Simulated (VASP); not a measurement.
A run of VASP 6.6.1 is set up as follows.

INCAR

```
SYSTEM = Sr
ALGO = Fast
EDIFF = 1E-7
EDIFFG = -0.01
ENCUT = 600
GGA = PE
IBRION = 2
ISIF = 3
ISMEAR = 0
LASPH = .TRUE.
LCHARG = .FALSE.
LREAL = .FALSE.
LWAVE = .FALSE.
NELM = 100
NSW = 100
PREC = Accurate
SIGMA = 0.1
```

File KPOINTS:

```
k-points
0
G
  10 10 10
  0 0 0
```

Contents of POSCAR:

```
Sr
1.0
    0.0000000000      4.6901833627      4.6901833627
    4.6901833627      0.0000000000      4.6901833627
    4.6901833627      4.6901833627      0.0000000000
Sr
3
Direct
    0.2500000000      0.2500000000      0.2500000000
    0.7500000000      0.7500000000      0.7500000000
    0.5000000000      0.5000000000      0.5000000000
```

Potentials or basis: VASP PAW PBE potentials, release 64 (Sr_sv).

Launch:

```sh
$ cat potpaw_PBE.64/Sr_sv/POTCAR > POTCAR
$ mpirun -np 1 vasp_std > vasp.out
```

Task: Predict the relaxed cell.

Result: a = 6.663 Å, b = 6.663 Å, c = 6.663 Å, α = 60.00°, β = 60.00°, γ = 60.00°.

Task: What does it give for the relaxed volume?

Result: 69.71 Å³/atom.

Task: What does it give for the band gap on the k mesh?

Result: Zero (bands 15 and 16 overlap by 0.77 eV).

Task: Predict the space group after relaxing (to 0.1 Å).

Result: Fm-3m (No. 225).

The path:
```
step  energy change (eV)  largest force (eV/Å)  pressure (GPa)  volume (Å³)
   1              0.0000                0.0000            0.11       206.35
   2             -0.0007                0.0000            0.06       207.73
   3             -0.0010                0.0000            0.01       209.12
```
